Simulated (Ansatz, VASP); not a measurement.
Two plane-wave programs on Ta2ReBi2

```
Bi Ta Re
1.0
     3.84994    0.00000    0.00000
    -1.92497    3.33415    0.00000
    -1.92497    1.11139    8.93902
Bi Ta Re
2 2 1
Direct
  0.39806 0.60194 0.19418
  0.60194 0.39806 0.80582
  0.21160 0.78840 0.63480
  0.78840 0.21160 0.36520
  0.00000 0.00000 0.00000
```

Alike in both runs: task single point; functional PBE; k mesh 5 × 5 × 5; occupations fermi-dirac, width 0.0654 eV; no spin polarisation.

|  | VASP | Ansatz |
| --- | --- | --- |
| version | VASP 6.6.1 | Ansatz 0.2.0 |
| potentials or method | VASP PAW PBE potentials, release 64 (Bi_d, Ta_pv, Re), cutoff 520 eV | PAW plane waves |
| valence electrons in the cell | 59 | 71 |

|  | VASP | Ansatz | Ansatz less VASP |
| --- | --- | --- | --- |
| gap on the k mesh at the Fermi level (eV) | none | none | - |
| pressure (GPa) | 3.9 | 3.9 | -0.01 |
| traceless stress, the component that is largest in VASP (GPa) | -3.10 | -3.09 | +0.017 |
| rms of the force components (eV/Å) | 2.191 | 2.191 | 0.0000 |

Atom by atom the forces differ by 0.004 eV/Å (rms over components). A gap of «none» marks a metal or a gap that the smearing closes. VASP's potentials hold 59 valence electrons a cell and Ansatz's 71, so a difference there can come from the potentials and not from the codes.

The k mesh is coarse, so the values compare programs but aren't converged. Neither program's run includes spin-orbit coupling.
